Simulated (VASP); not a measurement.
# Ca3Bi in VASP: further runs, part 2 of 2

VASP 6.6.1. Earlier steps stand in the parts before.

### Step 3. Single point, PBE

This run uses another cell than the first one, of the same volume but with other edges.

Input file INCAR:

```
ALGO     = Normal         # electronic algorithm
EDIFF    = 1E-6           # SCF threshold, eV
ENCUT    = 520            # plane-wave cutoff, eV
GGA      = PE             # functional
ISIF     = 2              # what is computed and relaxed
ISMEAR   = 0              # smearing method
LASPH    = True           # aspherical terms in the spheres
LCHARG   = False          # write CHGCAR
LREAL    = False          # projectors in reciprocal space
LWAVE    = False          # write WAVECAR
NBANDS   = 30             # bands
NELM     = 80             # most SCF steps
PREC     = Accurate       # precision mode
SIGMA    = 0.1            # smearing width, eV
```

Input file KPOINTS:

```
k-points
0
Gamma
  6 6 4
```

Input file POSCAR:

```
Ca3Bi
1.0
    6.6787341931      0.0000000000      0.0000000000
   -3.3393670965      5.7839534764      0.0000000000
    0.0000000000      0.0000000000      3.5664803933
Ca Bi
3 1
Direct
    0.3333155760      0.1666577880      0.8629964051
    0.8333422120      0.1666577880      0.8629964051
    0.8333422120      0.6666844240      0.8629964051
    0.3333333333      0.6666666667      0.3619452501
```

Potentials or basis: VASP PAW PBE potentials, release 64 (Ca_sv, Bi_d).

Launch:

```console
$ cat potpaw_PBE.64/Ca_sv/POTCAR potpaw_PBE.64/Bi_d/POTCAR > POTCAR
$ mpirun -np 1 vasp_std > vasp.out
```

OUTCAR:

```text
EDIFF = 1E-6
   ENCUT = 520
   GGA = PE
   ISIF = 2
   ISMEAR = 0
   LASPH = True
   LREAL = False
   NELM = 80
   PREC = Accurate

 ion  position               nearest neighbor table
   1  0.333  0.167  0.863-
   2  0.833  0.167  0.863-
   3  0.833  0.667  0.863-
   4  0.333  0.667  0.362-

  LATTYP: Found a hexagonal cell.
 ALAT       =     6.6787341931
 C/A-ratio  =     0.5340054403

  Lattice vectors:

 A1 = (   6.6787341931,   0.0000000000,   0.0000000000)
 A2 = (  -3.3393670965,   5.7839534764,   0.0000000000)
 A3 = (   0.0000000000,   0.0000000000,   3.5664803933)

Analysis of symmetry for initial positions (statically):
=====================================================================
 Subroutine PRICEL returns:
 Original cell was already a primitive cell.

 Routine SETGRP: Setting up the symmetry group for a
 hexagonal supercell.

 Subroutine GETGRP returns: Found  6 space group operations
 (whereof  6 operations were pure point group operations)
 out of a pool of 24 trial point group operations.

The static configuration has the point symmetry C_3v.

Analysis of symmetry for dynamics (positions and initial velocities):
=====================================================================
 Subroutine PRICEL returns:
 Original cell was already a primitive cell.

 Routine SETGRP: Setting up the symmetry group for a
 hexagonal supercell.

 Subroutine GETGRP returns: Found  6 space group operations
 (whereof  6 operations were pure point group operations)
 out of a pool of 24 trial point group operations.

The dynamic configuration has the point symmetry C_3v.

 Subroutine INISYM returns: Found  6 space group operations
 (whereof  6 operations are pure point group operations),
 and found     1 'primitive' translations

----------------------------------------------------------------------------------------

                                     Primitive cell

  volume of cell :     137.7713

  direct lattice vectors                    reciprocal lattice vectors
     6.678734193  0.000000000  0.000000000     0.149728971  0.086446062  0.000000000
    -3.339367097  5.783953476  0.000000000     0.000000000  0.172892124  0.000000000
     0.000000000  0.000000000  3.566480393     0.000000000  0.000000000  0.280388475

  length of vectors
     6.678734193  6.678734193  3.566480393     0.172892124  0.172892124  0.280388475

  position of ions in fractional coordinates (direct lattice)
     0.333315576  0.166657788  0.862996405
     0.833342212  0.166657788  0.862996405
     0.833342212  0.666684424  0.862996405
     0.333333333  0.666666667  0.361945250

  ion indices of the primitive-cell ions
   primitive index   ion index
                 1           1
                 2           2
                 3           3
                 4           4

----------------------------------------------------------------------------------------

 KPOINTS: k-points

Automatic generation of k-mesh.
 Grid dimensions read from file:
 generate k-points for:    6    6    4

 Generating k-lattice:

  Cartesian coordinates                     Fractional coordinates (reciprocal lattice)
     0.024954829  0.014407677  0.000000000     0.166666667 -0.000000000  0.000000000
     0.000000000  0.028815354  0.000000000     0.000000000  0.166666667  0.000000000
     0.000000000  0.000000000  0.070097119     0.000000000  0.000000000  0.250000000

  Length of vectors
     0.028815354  0.028815354  0.070097119

  Shift w.r.t. Gamma in fractional coordinates (k-lattice)
     0.000000000  0.000000000  0.000000000

 Subroutine IBZKPT returns following result:
 ===========================================

 Found     24 irreducible k-points:

 Following reciprocal coordinates:
            Coordinates               Weight
  0.000000  0.000000  0.000000      1.000000
  0.166667 -0.000000  0.000000      6.000000
  0.333333 -0.000000  0.000000      6.000000
  0.500000 -0.000000  0.000000      3.000000
  0.166667  0.166667  0.000000      6.000000
  0.333333  0.166667  0.000000     12.000000
[... 16 lines left out ...]
  0.333333  0.166667  0.500000     12.000000
  0.333333  0.333333  0.500000      2.000000
   k-points           NKPTS =     24   k-points in BZ     NKDIM =     24   number of bands    NBANDS=     30
   number of dos      NEDOS =    301   number of ions     NIONS =      4
   total plane-waves  NPLWV =  70000
   dimension x,y,z NGX =    50 NGY =   50 NGZ =   28
   dimension x,y,z NGXF=   100 NGYF=  100 NGZF=   56
   ions per type =               3   1
   NGX,Y,Z   is equivalent  to a cutoff of  12.45, 12.45, 13.05 a.u.
   NGXF,Y,Z  is equivalent  to a cutoff of  24.89, 24.89, 26.10 a.u.
 SYSTEM =  unknown system
   PREC   = accura    normal or accurate (medium, high low for compatibility)
   ISTART =      0    job   : 0-new  1-cont  2-samecut
   ICHARG =      2    charge: 1-file 2-atom 10-const
   ISPIN  =      1    spin polarized calculation?
   LNONCOLLINEAR =      F non collinear calculations
   LSORBIT =      F    spin-orbit coupling
   LASPH  =      T    aspherical Exc in radial PAW
   ENCUT  =  520.0 eV  38.22 Ry    6.18 a.u.  12.42 12.42  6.63*2*pi/ulx,y,z
   NELM   =     80;   NELMIN=  2; NELMDL= -5     # of ELM steps
   EDIFF  = 0.1E-05   stopping-criterion for ELM
   LREAL  =      F    real-space projection
   EDIFFG = 0.1E-04   stopping-criterion for IOM
   NSW    =      0    number of steps for IOM
   IBRION =     -1    ionic relax: 0-MD 1-quasi-New 2-CG
   NFREE  =      0    steps in history (QN), initial steepest desc. (CG)
   ISIF   =      2    stress and relaxation
   ISYM   =      2    0-nonsym 1-usesym 2-fastsym
   POTIM  = 0.5000    time-step for ionic-motion
   TEBEG  =    0.0;   TEEND  =   0.0 temperature during run
   PSTRESS=    0.0 pullay stress
   NELECT =      45.0000    total number of electrons
   NUPDOWN=      -1.0000    fix difference up-down
   EMIN   =  10.00;   EMAX   =-10.00  energy-range for DOS
   EFERMI =   0.00;   METHOD = LEGACY
   ISMEAR =     0;   SIGMA  =   0.10  broadening in eV -4-tet -1-fermi 0-gaus
   EFERMI_NEDOS =   21; number of points for ismear=-14 and -15
   IALGO  =     38    algorithm
   IMIX   =      4    mixing-type and parameters
     AMIX     =   0.40;   BMIX     =  1.00
     AMIX_MAG =   1.60;   BMIX_MAG =  1.00
  volume/ion in A,a.u.               =      34.44       232.43
  Fermi-wavevector in a.u.,A,eV,Ry     =   1.127438  2.130549 17.294595  1.271117
  Thomas-Fermi vector in A             =   2.264124
   LORBIT       =      0    0 simple, 1 ext, 2 COOP (PROOUT), +10 PAW based schemes
   GGA     = PE    functional components
   LHFCALC =     F    Hartree Fock is set to
   AEXX    =    0.0000 exact exchange contribution
   IVDW    =     0    specifies the selected vdW correction
   LEPSILON=     F    determine dielectric tensor
   LRPA    =     F    only Hartree local field effects (RPA)
 non-spin polarized calculation
 Gauss-broadening in eV      SIGMA  =   0.10
  energy-cutoff  :      520.00
  volume of cell :      137.77
 maximum number of plane-waves:      3745
 NGX is ok and might be reduce to    50

 number of electron      45.0000001 magnetization

 Free energy of the ion-electron system (eV)
  ---------------------------------------------------
  ext. energy  EPLUGINS =         0.00000000
  ---------------------------------------------------
  free energy    TOTEN  =       -10.35348862 eV

  energy without entropy =      -10.33070756  energy(sigma->0) =      -10.34209809

 E-fermi :   3.6007     XC(G=0):  -8.6988

 val. band max:        3.5870788100   @ k =   0.3333   0.3333   0.2500
 cond. band min:       3.6243920724   @ k =  -0.1667   0.5000   0.2500
 fundamental gap:      0.0373132624
 Fermi energy:         3.6006628656

 k-point     1 :       0.0000    0.0000    0.0000
  band No.  band energies     occupation
      1     -38.0634      2.00000
      2     -38.0130      2.00000
      3     -38.0130      2.00000
      4     -19.3159      2.00000
      5     -19.1749      2.00000
      6     -19.1749      2.00000
[... 22 lines left out ...]
     29       6.3318      0.00000
     30       6.8334      0.00000
[... 728 lines left out ...]
  band No.  band energies     occupation
      1     -38.0233      2.00000
      2     -38.0232      2.00000
      3     -37.9985      2.00000
      4     -19.1345      2.00000
      5     -19.1345      2.00000
      6     -19.1280      2.00000
[... 22 lines left out ...]
     29       5.6713      0.00000
     30       6.8460      0.00000

------------------------ aborting loop because EDIFF is reached ----------------------------------------

  FORCE on cell =-STRESS in cart. coord.  units (eV):
  Direction    XX          YY          ZZ          XY          YZ          ZX
  --------------------------------------------------------------------------------------
  -------------------------------------------------------------------------------------
  Total        0.2660570      0.2660570      0.0332566      0.0000000      0.0000000     -0.0000000
  in kB        3.0940436      3.0940436      0.3867498      0.0000000      0.0000000     -0.0000000
  external PRESSURE =       2.1916124 kB  Pullay stress =       0.0000000 kB

 VOLUME and BASIS-vectors are now :
 -----------------------------------------------------------------------------
  energy-cutoff  :      520.00
  volume of cell :      137.77
      direct lattice vectors                 reciprocal lattice vectors
     6.678734193  0.000000000  0.000000000     0.149728971  0.086446062  0.000000000
    -3.339367097  5.783953476  0.000000000     0.000000000  0.172892124  0.000000000
     0.000000000  0.000000000  3.566480393     0.000000000  0.000000000  0.280388475

 POSITION                                       TOTAL-FORCE (eV/Angst)
 -----------------------------------------------------------------------------------
      1.66959      0.96394      3.07786         0.000795      0.000459     -0.000852
      5.00914      0.96394      3.07786        -0.000795      0.000459     -0.000852
      3.33937      3.85607      3.07786        -0.000000     -0.000918     -0.000852
     -0.00000      3.85597      1.29087         0.000000      0.000000      0.002555
 -----------------------------------------------------------------------------------
    total drift:                                0.000000     -0.000000      0.000334

  FREE ENERGIE OF THE ION-ELECTRON SYSTEM (eV)
  ---------------------------------------------------
  free  energy   TOTEN  =       -10.3534886200 eV

  energy  without entropy=      -10.3307075573  energy(sigma->0) =      -10.34209809
```

It took 1.7 min on 1 thread of Intel Xeon Platinum 8488C (Sapphire Rapids), shared host; peak memory 0.29 GiB.

What came out:

```
Free energy            : -10.3535 eV
Pressure               : 0.2 GPa
Band gap on the k mesh : zero (an odd number of electrons rules out a gap without spin polarisation)
```

Forces on the atoms (eV/Å):
```
Ca   0.001  0.000 -0.001
Ca  -0.001  0.000 -0.001
Ca   0.000 -0.001 -0.001
Bi   0.000  0.000  0.003
```

Levels at points of the mesh, in eV from the Fermi level:
| k point | band 20 | band 21 | band 22 | band 23 | band 24 | band 25 | band 26 | band 27 |
| --- | --- | --- | --- | --- | --- | --- | --- | --- |
| (0.00, 0.00, 0.00) | -2.09 | -2.09 | -0.20 | -0.20 | 0.60 | 0.91 | 1.75 | 1.75 |
| (0.50, 0.00, 0.00) | -2.58 | -1.41 | -0.35 | 1.34 | 1.44 | 1.53 | 1.58 | 1.61 |
| (0.00, 0.00, 0.50) | -1.38 | -1.38 | -0.35 | -0.35 | 0.46 | 1.32 | 1.32 | 3.18 |
| (0.50, 0.00, 0.50) | -1.44 | -1.19 | -0.20 | -0.20 | 1.38 | 1.47 | 1.57 | 1.59 |

Caveat: the k points lie up to 0.44 Å⁻¹ apart, too coarse for converged energies and pressures of a metal; spin-orbit coupling is left out, which moves the levels of the heavy elements.

The gap in the log of VASP goes by the Fermi energy; the results here count the filled bands.